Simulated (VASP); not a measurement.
The system is Si.

```xyz
1
Lattice="0.0000 1.9581 1.9581 1.9581 0.0000 1.9581 1.9581 1.9581 0.0000" Properties=species:S:1:pos:R:3 pbc="T T T"
Si    0.0000    0.0000    0.0000
```

```yaml
Program: VASP 6.6.1
Task: relaxation of cell and atoms
Functional: BLYP
Potentials_or_basis: VASP PAW PBE potentials, release 64 (Si)
Cutoff: 600 eV
k_mesh: 14 × 14 × 14
Occupations: fermi-dirac, width 0.1 eV
Spin: no spin polarisation
```

At the start: pressure 6.7 GPa; volume 15.02 Å³/atom.

Q: How do energy, volume and symmetry change on relaxing?

A: Over 3 steps the energy falls by 32.6 meV/atom and the volume is 16.72 Å³/atom (+11.4 %); space group Fm-3m (No. 225, to 0.05 Å).

The path:
```csv
step,energy change (eV),largest force (eV/Å),pressure (GPa),volume (Å³)
1,0.0000,0.0000,6.74,15.02
2,-0.0319,0.0000,0.88,16.43
3,-0.0326,0.0000,-0.04,16.72
```

Final structure:
```yaml
crystal:
  lattice:
    - [0.00000, 2.02976, 2.02976]
    - [2.02976, 0.00000, 2.02976]
    - [2.02976, 2.02976, 0.00000]
  atoms:
    - { symbol: Si, position: [0.00000, 0.00000, 0.00000] }
```

Caveat: the PAW data sets were made with another functional, which shifts forces and pressure a little.
